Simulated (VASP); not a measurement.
# Mg (P6_3/mmc) in VASP: single point with PBEsol

Aim: the single point of Mg with PBEsol.

Program: VASP 6.6.1. These are calculated values, not measurements. Logs are shortened: lines on timing, memory, paths and dates and some standing lists are left out, and cuts for length are marked.

## Step 1: The cell of the first run

The structure is hexagonal, space group P6_3/mmc (No. 194). Conventional cell: a = 3.272 Å, b = 3.272 Å, c = 5.313 Å, α = 90.00°, β = 90.00°, γ = 120.00°. Within 4.3 Å of Mg (site symmetry -6m2) lie 12 Mg at 3.26 to 3.27 Å.

## Step 2: Single point, PBEsol (volume scaled by 1.06)

INCAR

```
SYSTEM = Mg
PREC = Accurate
ENCUT = 520
EDIFF = 1E-6
ISMEAR = -1
SIGMA = 0.08
LREAL = .FALSE.
LASPH = .TRUE.
NELM = 60
ALGO = Normal
ISIF = 2
LWAVE = .FALSE.
LCHARG = .FALSE.
GGA = PS
NBANDS = 9
```

KPOINTS

```
regular mesh
0
G
  12 12 7
  0 0 0
```

POSCAR

```
Mg
1.0
    3.2722144052      0.0000000000      0.0000000000
   -1.6361072025      2.8338208015      0.0000000000
    0.0000000000      0.0000000000      5.3125192770
Mg
2
Direct
    0.3333333333      0.6666666667      0.2500000000
    0.6666666667      0.3333333333      0.7500000000
```

Potentials or basis: VASP PAW PBE potentials, release 64 (Mg).

Launch:

```sh
> cat potpaw_PBE.64/Mg/POTCAR > POTCAR
> mpirun -np 1 vasp_std > vasp.out
```

OUTCAR:

```text
SYSTEM = Mg
   PREC = Accurate
   ENCUT = 520
   EDIFF = 1E-6
   ISMEAR = -1
   LREAL = .FALSE.
   LASPH = .TRUE.
   NELM = 60
   ISIF = 2
   GGA = PS

 ion  position               nearest neighbor table
   1  0.333  0.667  0.250-   2 3.26   2 3.26   2 3.26   2 3.26   2 3.26   2 3.26
   2  0.667  0.333  0.750-   1 3.26   1 3.26   1 3.26   1 3.26   1 3.26   1 3.26

  LATTYP: Found a hexagonal cell.
 ALAT       =     3.2722144052
 C/A-ratio  =     1.6235242008

  Lattice vectors:

 A1 = (   3.2722144052,   0.0000000000,   0.0000000000)
 A2 = (  -1.6361072025,   2.8338208015,   0.0000000000)
 A3 = (   0.0000000000,   0.0000000000,   5.3125192770)

Analysis of symmetry for initial positions (statically):
=====================================================================
 Subroutine PRICEL returns:
 Original cell was already a primitive cell.

 Routine SETGRP: Setting up the symmetry group for a
 hexagonal supercell.

 Subroutine GETGRP returns: Found 24 space group operations
 (whereof 12 operations were pure point group operations)
 out of a pool of 24 trial point group operations.

The static configuration has the point symmetry D_3d.
 The point group associated with its full space group is D_6h.

Analysis of symmetry for dynamics (positions and initial velocities):
=====================================================================
 Subroutine PRICEL returns:
 Original cell was already a primitive cell.

 Routine SETGRP: Setting up the symmetry group for a
 hexagonal supercell.

 Subroutine GETGRP returns: Found 24 space group operations
 (whereof 12 operations were pure point group operations)
 out of a pool of 24 trial point group operations.

The dynamic configuration has the point symmetry D_3d.
 The point group associated with its full space group is D_6h.

 Subroutine INISYM returns: Found 24 space group operations
 (whereof 12 operations are pure point group operations),
 and found     1 'primitive' translations

----------------------------------------------------------------------------------------

                                     Primitive cell

  volume of cell :      49.2623

  direct lattice vectors                    reciprocal lattice vectors
     3.272214405  0.000000000  0.000000000     0.305603447  0.176440232  0.000000000
    -1.636107203  2.833820801  0.000000000     0.000000000  0.352880464  0.000000000
     0.000000000  0.000000000  5.312519277     0.000000000  0.000000000  0.188234611

  length of vectors
     3.272214405  3.272214405  5.312519277     0.352880464  0.352880464  0.188234611

  position of ions in fractional coordinates (direct lattice)
     0.333333333  0.666666667  0.250000000
     0.666666667  0.333333333  0.750000000

  ion indices of the primitive-cell ions
   primitive index   ion index
                 1           1
                 2           2

----------------------------------------------------------------------------------------

 KPOINTS: regular mesh

Automatic generation of k-mesh.
 Grid dimensions read from file:
 generate k-points for:   12   12    7

 Generating k-lattice:

  Cartesian coordinates                     Fractional coordinates (reciprocal lattice)
     0.025466954  0.014703353  0.000000000     0.083333333  0.000000000  0.000000000
     0.000000000  0.029406705  0.000000000     0.000000000  0.083333333  0.000000000
     0.000000000  0.000000000  0.026890659     0.000000000  0.000000000  0.142857143

  Length of vectors
     0.029406705  0.029406705  0.026890659

  Shift w.r.t. Gamma in fractional coordinates (k-lattice)
     0.000000000  0.000000000  0.000000000

 Subroutine IBZKPT returns following result:
 ===========================================

 Found     76 irreducible k-points:

 Following reciprocal coordinates:
            Coordinates               Weight
  0.000000  0.000000  0.000000      1.000000
  0.083333  0.000000  0.000000      6.000000
  0.166667  0.000000  0.000000      6.000000
  0.250000  0.000000  0.000000      6.000000
  0.333333  0.000000  0.000000      6.000000
  0.416667  0.000000  0.000000      6.000000
[... 16 lines left out ...]
  0.250000  0.000000  0.142857     12.000000
  0.333333  0.000000  0.142857     12.000000
 [... further k-points ...]
   k-points           NKPTS =     76   k-points in BZ     NKDIM =     76   number of bands    NBANDS=      9
   number of dos      NEDOS =    301   number of ions     NIONS =      2
   total plane-waves  NPLWV =  23040
   dimension x,y,z NGX =    24 NGY =   24 NGZ =   40
   dimension x,y,z NGXF=    48 NGYF=   48 NGZF=   80
   ions per type =               2
   NGX,Y,Z   is equivalent  to a cutoff of  12.19, 12.19, 12.52 a.u.
   NGXF,Y,Z  is equivalent  to a cutoff of  24.39, 24.39, 25.03 a.u.
 SYSTEM =  Mg
   PREC   = accura    normal or accurate (medium, high low for compatibility)
   ISTART =      0    job   : 0-new  1-cont  2-samecut
   ICHARG =      2    charge: 1-file 2-atom 10-const
   ISPIN  =      1    spin polarized calculation?
   LNONCOLLINEAR =      F non collinear calculations
   LSORBIT =      F    spin-orbit coupling
   LASPH  =      T    aspherical Exc in radial PAW
   ENCUT  =  520.0 eV  38.22 Ry    6.18 a.u.   6.08  6.08  9.88*2*pi/ulx,y,z
   NELM   =     60;   NELMIN=  2; NELMDL= -5     # of ELM steps
   EDIFF  = 0.1E-05   stopping-criterion for ELM
   LREAL  =      F    real-space projection
   EDIFFG = 0.1E-04   stopping-criterion for IOM
   NSW    =      0    number of steps for IOM
   IBRION =     -1    ionic relax: 0-MD 1-quasi-New 2-CG
   NFREE  =      0    steps in history (QN), initial steepest desc. (CG)
   ISIF   =      2    stress and relaxation
   ISYM   =      2    0-nonsym 1-usesym 2-fastsym
   POTIM  = 0.5000    time-step for ionic-motion
   TEBEG  =    0.0;   TEEND  =   0.0 temperature during run
   PSTRESS=    0.0 pullay stress
   NELECT =       4.0000    total number of electrons
   NUPDOWN=      -1.0000    fix difference up-down
   EMIN   =  10.00;   EMAX   =-10.00  energy-range for DOS
   EFERMI =   0.00;   METHOD = LEGACY
   ISMEAR =    -1;   SIGMA  =   0.08  broadening in eV -4-tet -1-fermi 0-gaus
   EFERMI_NEDOS =   21; number of points for ismear=-14 and -15
   IALGO  =     38    algorithm
   IMIX   =      4    mixing-type and parameters
     AMIX     =   0.40;   BMIX     =  1.00
     AMIX_MAG =   1.60;   BMIX_MAG =  1.00
  volume/ion in A,a.u.               =      24.63       166.22
  Fermi-wavevector in a.u.,A,eV,Ry     =   0.708908  1.339642  6.837617  0.502551
  Thomas-Fermi vector in A             =   1.795349
   LORBIT       =      0    0 simple, 1 ext, 2 COOP (PROOUT), +10 PAW based schemes
   GGA     = PS    functional components
   LHFCALC =     F    Hartree Fock is set to
   AEXX    =    0.0000 exact exchange contribution
   IVDW    =     0    specifies the selected vdW correction
   LEPSILON=     F    determine dielectric tensor
   LRPA    =     F    only Hartree local field effects (RPA)
 non-spin polarized calculation
  energy-cutoff  :      520.00
  volume of cell :       49.26
 maximum number of plane-waves:      1350
   NGX = 13   NGY = 13   NGZ = 19

 number of electron       4.0000000 magnetization

 Free energy of the ion-electron system (eV)
  ---------------------------------------------------
  ext. energy  EPLUGINS =         0.00000000
  ---------------------------------------------------
  free energy    TOTEN  =        -3.41479912 eV

  energy without entropy =       -3.39538224  energy(sigma->0) =       -3.40509068

 E-fermi :   2.2029     XC(G=0):  -8.3160

 val. band max:        2.1715741833   @ k =   0.3333   0.1667   0.1429
 cond. band min:       2.2276153466   @ k =   0.2500   0.0833   0.0000
 fundamental gap:      0.0560411633
 Fermi energy:         2.2028543173

 k-point     1 :       0.0000    0.0000    0.0000
  band No.  band energies     occupation
      1      -4.3935      2.00000
      2       0.6671      2.00000
      3       0.9962      2.00000
      4      12.7404      0.00000
      5      12.7404      0.00000
      6      12.7614      0.00000
      7      12.7614      0.00000
      8      13.6570      0.00000
      9      15.0367      0.00000

 k-point     2 :       0.0833    0.0000    0.0000
  band No.  band energies     occupation
      1      -4.2632      2.00000
      2       0.7870      2.00000
      3       1.1237      2.00000
      4      10.5251      0.00000
      5      11.5282      0.00000
      6      12.3559      0.00000
      7      14.1710      0.00000
      8      14.4726      0.00000
      9      15.0514      0.00000

 k-point     3 :       0.1667    0.0000    0.0000
  band No.  band energies     occupation
      1      -3.8731      2.00000
      2       1.1469      2.00000
      3       1.5024      1.99969
      4       8.1010      0.00000
      5      10.5275      0.00000
      6      11.2276      0.00000
      7      12.6898      0.00000
      8      13.3521      0.00000
      9      15.0410      0.00000

 k-point     4 :       0.2500    0.0000    0.0000
  band No.  band energies     occupation
      1      -3.2263      2.00000
      2       1.7472      1.99330
      3       2.1138      1.50552
      4       5.8550      0.00000
      5       9.7508      0.00000
      6       9.9944      0.00000
      7      10.4403      0.00000
      8      11.7789      0.00000
      9      14.1958      0.00000
[... 205 lines left out ...]
 k-point    22 :       0.1667    0.0000    0.1429
  band No.  band energies     occupation
      1      -3.7646      2.00000
      2      -0.0408      2.00000
      3       2.8778      0.00043
      4       8.1963      0.00000
      5      10.6199      0.00000
      6      11.0733      0.00000
      7      11.9523      0.00000
      8      13.4877      0.00000
      9      13.8616      0.00000

 k-point    23 :       0.2500    0.0000    0.1429
  band No.  band energies     occupation
      1      -3.1184      2.00000
      2       0.5786      2.00000
      3       3.4572      0.00000
      4       5.9654      0.00000
      5       9.2193      0.00000
      6       9.8435      0.00000
      7      10.7390      0.00000
      8      12.4128      0.00000
      9      13.1074      0.00000

 k-point    24 :       0.3333    0.0000    0.1429
  band No.  band energies     occupation
      1      -2.2208      2.00000
      2       1.4274      1.99988
      3       3.6458      0.00000
      4       4.5713      0.00000
      5       7.2942      0.00000
      6       9.2900      0.00000
      7       9.5921      0.00000
      8      11.0344      0.00000
      9      12.5496      0.00000

 [... further k-points ...]
[... 5 lines left out ...]
  --------------------------------------------------------------------------------------
  -------------------------------------------------------------------------------------
  Total       -0.8117853     -0.8117853     -1.0303391     -0.0000000      0.0000000      0.0000000
  in kB      -26.4020156    -26.4020156    -33.5101292     -0.0000000      0.0000000      0.0000000
  external PRESSURE =     -28.7713868 kB  Pullay stress =       0.0000000 kB

 VOLUME and BASIS-vectors are now :
 -----------------------------------------------------------------------------
  energy-cutoff  :      520.00
  volume of cell :       49.26
      direct lattice vectors                 reciprocal lattice vectors
     3.272214405  0.000000000  0.000000000     0.305603447  0.176440232  0.000000000
    -1.636107203  2.833820801  0.000000000     0.000000000  0.352880464  0.000000000
     0.000000000  0.000000000  5.312519277     0.000000000  0.000000000  0.188234611

 POSITION                                       TOTAL-FORCE (eV/Angst)
 -----------------------------------------------------------------------------------
     -0.00000      1.88921      1.32813         0.000000      0.000000      0.000000
      1.63611      0.94461      3.98439        -0.000000     -0.000000      0.000000
 -----------------------------------------------------------------------------------
    total drift:                                0.000000     -0.000000      0.000000

  FREE ENERGIE OF THE ION-ELECTRON SYSTEM (eV)
  ---------------------------------------------------
  free  energy   TOTEN  =        -3.4147991156 eV

  energy  without entropy=       -3.3953822427  energy(sigma->0) =       -3.40509068
```

Wall time 8.6 s (1 thread of Intel Xeon Platinum 8559C (Emerald Rapids), shared host); peak memory 0.17 GiB.

What came out:

```
Free energy            : -3.4148 eV
Pressure               : -2.9 GPa
Band gap on the k mesh : zero (band 2 reaches 3.22 eV, above the bottom of band 3 at 1.00 eV)
```

Levels at points of the mesh, in eV from the Fermi level:
```tsv
k point	band 1	band 2	band 3	band 4	band 5	band 6	band 7
(0.00, 0.00, 0.00)	-6.60	-1.54	-1.21	10.54	10.54	10.56	10.56
(0.50, 0.00, 0.00)	-2.03	-1.99	2.59	3.02	3.12	3.54	6.55
```

Caveat: the PAW data sets were made with another functional, which shifts forces and pressure a little.
